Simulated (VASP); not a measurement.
Cu16N: single point with PBE

The system is Cu16N, a slab with vacuum.

```
CELL_PARAMETERS angstrom
7.22000 0.00000 0.00000
0.00000 5.10531 0.00000
0.00000 0.00000 16.82898
ATOMIC_POSITIONS crystal
Cu 0.25000 0.24999 0.05942
Cu 0.75000 0.24999 0.05942
Cu 0.25000 0.75000 0.05942
Cu 0.75000 0.75000 0.05942
Cu 0.00753 0.95035 0.14186
Cu 0.46359 0.96298 0.15444
Cu 0.99904 0.49409 0.12907
Cu 0.50116 0.47772 0.12548
Cu 0.27608 0.27244 0.24088
Cu 0.75266 0.26576 0.19406
Cu 0.23215 0.76340 0.23687
Cu 0.75202 0.72354 0.18790
Cu 0.95417 0.97315 0.28632
Cu 0.56989 0.01363 0.28044
Cu 0.96716 0.47930 0.29646
Cu 0.53655 0.52136 0.29541
N 0.76172 0.73400 0.30745
```

| Item | Value |
| --- | --- |
| Program | VASP 6.6.1 |
| Task | single point |
| Functional | PBE |
| Potentials or basis | VASP PAW PBE potentials, release 64 (Cu, N) |
| Cutoff | 520 eV |
| k mesh | 2 × 3 × 1 |
| Occupations | fermi-dirac, width 0.1 eV |
| Spin | no spin polarisation |

```yaml
Largest_force: 2.265 eV/Å
Band_gap_on_the_k_mesh: zero (an odd number of electrons rules out a gap without spin polarisation)
```

Forces in eV/Å, atoms in the order of the input:
```
Cu  -0.157 -0.295  0.348
Cu   0.143 -0.478 -0.771
Cu   0.090 -0.218  0.283
Cu  -0.236  0.254 -1.555
Cu   0.872  1.902 -0.853
Cu  -0.138  0.600 -1.744
Cu   1.327 -0.962 -0.315
Cu  -0.978  0.121  0.058
Cu  -0.629 -0.282  0.065
Cu   0.217 -1.026  1.165
Cu   0.409 -0.510  0.280
Cu  -0.712  0.548  2.079
Cu   0.132  0.982  0.232
Cu  -0.062 -0.102  1.558
Cu  -0.067 -0.181 -0.464
Cu   0.294 -0.175 -0.475
N   -0.505 -0.178  0.110
```

Levels at points of the mesh, in eV from the Fermi level:
```csv
k point,band 88,band 89,band 90,band 91,band 92,band 93
"(0.00, 0.00, 0.00)",-0.84,-0.54,-0.27,0.04,0.19,0.57
"(0.50, 0.00, 0.00)",-0.64,-0.22,0.11,0.30,0.34,0.46
```

Wall time 11 min on 1 thread of Intel(R) Xeon(R) Platinum 8559C (Emerald Rapids) (shared host), peak memory 0.65 GiB.

Caveat: the k points lie up to 0.44 Å⁻¹ apart, too coarse for converged energies and pressures of a metal; there is no dipole correction, which matters where the two faces differ. With open d or f shells a metallic result of PBE can be an artefact of self-interaction; +U or a hybrid may open a gap.
